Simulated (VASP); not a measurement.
## MgS: single point with PBE

Crystal: MgS.

```xyz
2
Lattice="0.0000 2.8309 2.7850 2.8309 0.0000 2.7850 2.8309 2.8309 0.0000" Properties=species:S:1:pos:R:3 pbc="T T T"
Mg    0.0000    0.0000    0.0000
S     1.4154    1.4154    1.3925
```

This cell differs from its parent crystal: uniaxial z strain -1.6%.

```json
{
 "Program": "VASP 6.6.1",
 "Task": "single point",
 "Functional": "PBE",
 "Potentials or basis": "VASP PAW PBE potentials, release 64 (Mg, S)",
 "Cutoff": "520 eV",
 "k mesh": "8 × 8 × 8",
 "Occupations": "fermi-dirac, width 0.02 eV",
 "Spin": "no spin polarisation",
 "Dipole correction": "no",
 "Further INCAR settings": "ALGO = Normal; EDIFF = 1e-07; NBANDS = 11"
}
```

```yaml
Pressure: 1.9 GPa
Band_gap_on_the_k_mesh: 3.51 eV
```

Stress tensor (GPa, compression positive):
```
1.83 0.00 0.00
0.00 1.83 0.00
0.00 0.00 2.13
```

Levels at points of the mesh, in eV from the valence-band top:
```csv
k point,band 2,band 3,band 4,band 5,band 6,band 7
"(0.00, 0.00, 0.00)",-0.04,-0.04,0.00,3.51,7.96,7.96
"(0.50, 0.00, 0.00)",-3.21,-0.40,-0.32,5.14,7.56,7.72
"(0.50, 0.50, 0.00)",-2.83,-1.13,-1.13,3.82,5.56,11.42
"(0.50, 0.00, 0.50)",-2.91,-1.06,-1.05,3.86,5.68,11.22
```

Wall time 38 s on 1 thread of Intel Xeon 8259CL, with other jobs on the host, peak memory 0.18 GiB.

Caveat: the cell differs from its parent crystal (uniaxial z strain -1.6%). A k mesh can miss the band edges.
